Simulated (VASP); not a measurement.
Pd:

```
Pd
1.0
    -1.57228    1.57228    1.57228
     1.57228   -1.57228    1.57228
     1.57228    1.57228   -1.57228
Pd
1
Direct
  0.00000 0.00000 0.00000
```

- Program: VASP 6.6.1
- Task: relaxation of cell and atoms
- Functional: revPBE
- Dispersion: D3(BJ)
- Potentials or basis: VASP PAW PBE potentials, release 64 (Pd)
- Cutoff: 600 eV
- k mesh: 12 × 12 × 12
- Occupations: fermi-dirac, width 0.05 eV
- Spin: no spin polarisation

At the start: pressure -11.2 GPa; volume 15.55 Å³/atom.

Q: How do energy, volume and symmetry change on relaxing?

A: Over 4 steps the energy falls by 39.1 meV/atom and the volume is 14.52 Å³/atom (-6.6 %); space group Im-3m (No. 229, to 0.05 Å).

The path:
```
step  energy change (eV)  largest force (eV/Å)  pressure (GPa)  volume (Å³)
   1              0.0000                0.0000          -11.18        15.55
   2              0.0465                0.0000           23.60        13.23
   3             -0.0391                0.0000           -0.31        14.54
   4             -0.0391                0.0000            0.01        14.52
```

Final structure:
```
Pd
1.0
    -1.53675    1.53675    1.53675
     1.53675   -1.53675    1.53675
     1.53675    1.53675   -1.53675
Pd
1
Direct
  0.00000 0.00000 0.00000
```

Caveat: the PAW data sets were made with another functional, which shifts forces and pressure a little; pairwise dispersion overbinds metals, which lowers pressure and volume.
